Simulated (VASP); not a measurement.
HgTe: single point with LDA

Crystal: HgTe.

```
CELL_PARAMETERS angstrom
3.79034 0.00000 0.00000
0.00000 3.79034 0.00000
0.00000 0.00000 3.79034
ATOMIC_POSITIONS crystal
Hg 0.00000 0.00000 0.00000
Te 0.50000 0.50000 0.50000
```

```json
{"Program": "VASP 6.6.1", "Task": "single point", "Functional": "LDA", "Potentials or basis": "VASP PAW LDA potentials, release 64 (Hg, Te)", "Cutoff": "520 eV", "k mesh": "4 × 4 × 4", "Occupations": "fermi-dirac, width 0.02 eV", "Spin": "no spin polarisation", "Dipole correction": "no", "Further INCAR settings": "ALGO = Normal; EDIFF = 1e-06; NBANDS = 16"}
```

```json
{"Pressure": "-4.3 GPa", "Band gap on the k mesh": "zero (band 9 reaches 5.21 eV, above the bottom of band 10 at 3.58 eV)"}
```

Levels at points of the mesh, in eV from the Fermi level:
```tsv
k point	band 7	band 8	band 9	band 10	band 11	band 12
(0.00, 0.00, 0.00)	-2.11	-0.85	-0.85	-0.85	5.77	5.77
(0.50, 0.00, 0.00)	-5.14	0.69	0.69	2.55	3.11	5.74
(0.50, 0.50, 0.00)	-4.00	-4.00	-2.67	0.64	6.78	6.78
(0.50, 0.50, 0.50)	-1.41	-1.41	-1.41	-0.95	1.36	1.36
```

Wall time 3.9 s on 1 thread of Intel(R) Xeon(R) Platinum 8488C (Sapphire Rapids), on a shared host, peak memory 0.14 GiB.

Caveat: the k points lie up to 0.41 Å⁻¹ apart; spin-orbit coupling is left out, which moves the levels of the heavy elements.
